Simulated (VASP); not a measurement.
A run of VASP 6.6.1 is set up as follows.

INCAR

```
  PREC = Accurate
  ENCUT = 600
  EDIFF = 1E-6
  ISMEAR = 0
  SIGMA = 0.02
  LREAL = F
  LASPH = T
  NELM = 100
  ALGO = Normal
  ISIF = 3
  LWAVE = F
  LCHARG = F
  GGA = PE
  IBRION = 2
  NSW = 100
  EDIFFG = -0.01
```

File KPOINTS:

```
Automatic mesh
0
Gamma
  6 6 4
```

File POSCAR:

```
Mg2CdSe3
1.0
    4.2895618137      0.0000000000      0.0000000000
   -2.1447809068      3.7148695018      0.0000000000
    0.0000000000      0.0000000000     10.4681049895
Mg Cd Se
2 1 3
Direct
    0.6666666667      0.3333333333      0.3350168604
    0.3333333333      0.6666666667      0.6624013943
    0.0000000000      0.0000000000      0.0019070983
    0.0000000000      0.0000000000      0.2576194979
    0.6666666667      0.3333333333      0.5831802257
    0.3333333333      0.6666666667      0.9098749233
```

Potentials or basis: VASP PAW PBE potentials, release 64 (Mg, Cd, Se).

Command:

```sh
$ cat potpaw_PBE.64/Mg/POTCAR potpaw_PBE.64/Cd/POTCAR potpaw_PBE.64/Se/POTCAR > POTCAR
$ mpirun -np 1 vasp_std > vasp.out
```

**Question.** Estimate the relaxed cell.

**Answer.** a = 4.292 Å, b = 4.292 Å, c = 10.487 Å, α = 90.00°, β = 90.00°, γ = 120.00°.

**Question.** What does it give for the space group after relaxing (to 0.05 Å)?

**Answer.** P3m1 (No. 156).

**Question.** What does it give for the band gap on the k mesh?

**Answer.** 1.48 eV, direct.

Forces on the atoms (eV/Å):
```
Mg   0.000  0.000  0.002
Mg   0.000  0.000 -0.001
Cd   0.000  0.000 -0.004
Se   0.000  0.000  0.002
Se   0.000  0.000 -0.004
Se   0.000  0.000  0.005
```

A k mesh can miss the band edges. PBE gaps usually lie below the measured ones, often by a third to a half.
